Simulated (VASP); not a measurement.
# Li4Nb4O11 (a cell with a defect): single point with PBE

System: Li4Nb4O11 (a cell with a defect).

```
CELL_PARAMETERS angstrom
5.22310 0.00000 0.00000
0.00000 3.01556 -4.59846
0.00000 6.03112 4.59846
ATOMIC_POSITIONS crystal
Li 0.00000 0.50000 0.25000
Li 0.50000 0.00000 0.75000
Li 0.00000 0.50000 0.75000
Li 0.50000 0.00000 0.25000
Nb 0.50000 0.50000 0.50000
Nb 0.00000 0.00000 0.00000
Nb 0.00000 0.00000 0.50000
Nb 0.50000 0.50000 0.00000
O 0.88033 0.00000 0.25000
O 0.38033 0.50000 0.75000
O 0.80984 0.69016 0.94016
O 0.80984 0.30984 0.55984
O 0.30984 0.80984 0.05984
O 0.11967 0.00000 0.75000
O 0.61967 0.50000 0.25000
O 0.69016 0.80984 0.55984
O 0.19016 0.30984 0.05984
O 0.14253 0.63472 0.44016
O 0.69016 0.19016 0.94016
```

This cell differs from its parent crystal: atoms taken out, atom 18 moved -0.125 of the way to it and -0.175 Å across, host rigid.

```yaml
Program: VASP 6.6.1
Task: single point
Functional: PBE
Potentials_or_basis: VASP PAW PBE potentials, release 64 (Li_sv, Nb_sv, O)
Cutoff: 520 eV
k_mesh: 4 × 4 × 4
Occupations: gaussian, width 0.05 eV
Spin: no spin polarisation
```

* Largest force: 4.950 eV/Å

Forces in eV/Å, atoms in the order of the input:
```
Li  -0.599 -1.217 -0.626
Li   0.212  0.643  0.576
Li  -0.011  0.387  0.121
Li   0.562 -1.287 -0.394
Nb   1.271  2.890 -3.069
Nb  -0.172 -0.120 -0.025
Nb  -3.749 -0.905  3.103
Nb   0.149 -0.192 -0.122
O    0.916  1.969  1.049
O    0.189 -2.011 -0.822
O   -0.097  0.145 -0.142
O   -0.315 -1.320  0.739
O   -0.019  0.201  0.047
O    0.301 -2.125 -1.884
O   -0.812  1.404  1.810
O   -0.515 -0.359 -0.259
O    0.112  0.013  0.316
O    2.453  1.790 -0.434
O    0.124  0.094  0.014
```

Levels at points of the mesh, in eV from the Fermi level:
```csv
k point,band 60,band 61,band 62,band 63,band 64,band 65,band 66,band 67,band 68,band 69
"(0.00, 0.00, 0.00)",-0.99,-0.89,-0.44,-0.42,-0.34,0.27,1.13,1.50,1.71,2.11
"(0.50, 0.00, 0.00)",-1.12,-1.04,-0.86,-0.40,-0.33,0.96,1.39,1.58,2.00,2.39
"(0.00, 0.50, 0.00)",-1.12,-1.05,-1.01,-0.42,-0.40,1.19,1.60,1.82,2.00,2.29
"(0.50, 0.50, 0.00)",-1.07,-1.03,-0.92,-0.88,-0.85,0.57,1.44,1.50,1.66,1.97
"(0.00, 0.00, 0.50)",-1.01,-0.97,-0.43,-0.37,-0.28,0.25,1.13,2.06,2.35,2.40
"(0.50, 0.00, 0.50)",-0.84,-0.79,-0.72,-0.39,-0.33,0.98,1.28,1.94,2.27,2.71
"(0.00, 0.50, 0.50)",-0.88,-0.82,-0.79,-0.41,-0.38,1.12,1.68,2.04,2.13,2.59
"(0.50, 0.50, 0.50)",-1.17,-0.99,-0.97,-0.91,-0.84,0.57,1.49,1.89,2.22,2.42
```

Wall time 32 min on 1 thread of Intel Xeon 8259CL, on a shared host, peak memory 0.54 GiB.

Caveat: the cell carries a net charge on a neutralising background, which shifts energy and pressure; the cell differs from its parent crystal (atoms taken out, atom 18 moved -0.125 of the way to it and -0.175 Å across, host rigid); the cell is charged against a uniform background, so pressure and absolute levels hang on convention.
